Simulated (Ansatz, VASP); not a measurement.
# Sc2AlAs3 in VASP and in Ansatz

```xyz
6
Lattice="5.2830 0.0000 0.0000 -2.6415 4.5752 0.0000 0.0000 0.0000 5.8232" Properties=species:S:1:pos:R:3 pbc="T T T"
Sc    2.6415    1.5251    1.4800
Sc    2.6415    1.5251    4.3432
Al    0.0000    3.0501    0.0000
As   -1.3129    3.8081    2.9116
As    0.0000    1.5342    2.9116
As    1.3129    3.8081    2.9116
```

Alike in both runs: task single point; functional PBE; k mesh 6 × 6 × 4; occupations gaussian, width 0.1 eV; collinear spin.

|  | VASP | Ansatz |
| --- | --- | --- |
| version | VASP 6.6.1 | Ansatz 0.2.0 |
| potentials or method | VASP PAW PBE potentials, release 64 (Sc_sv, Al, As), cutoff 520 eV | scalar-relativistic, plane waves, PAW |
| valence electrons in the cell | 40 | 70 |

VASP gave:

- gap on the k mesh at the Fermi level (eV): none
- pressure (GPa): 0.1
- traceless stress, the component that is largest in VASP (GPa): -0.13
- rms of the force components (eV/Å): 0.009
- net moment per atom (μB): 0.04

**Question.** Estimate Ansatz's values.

**Answer.** gap on the k mesh at the Fermi level (eV): none; pressure (GPa): -0.1; traceless stress, the component that is largest in VASP (GPa): -0.04; rms of the force components (eV/Å): 0.000; net moment per atom (μB): 0.04.

Atom by atom the forces differ by 0.009 eV/Å (rms over components). A gap of «none» marks a metal or a gap that the smearing closes. VASP's potentials hold 40 valence electrons a cell and Ansatz's 70, so a difference there can come from the potentials and not from the codes.
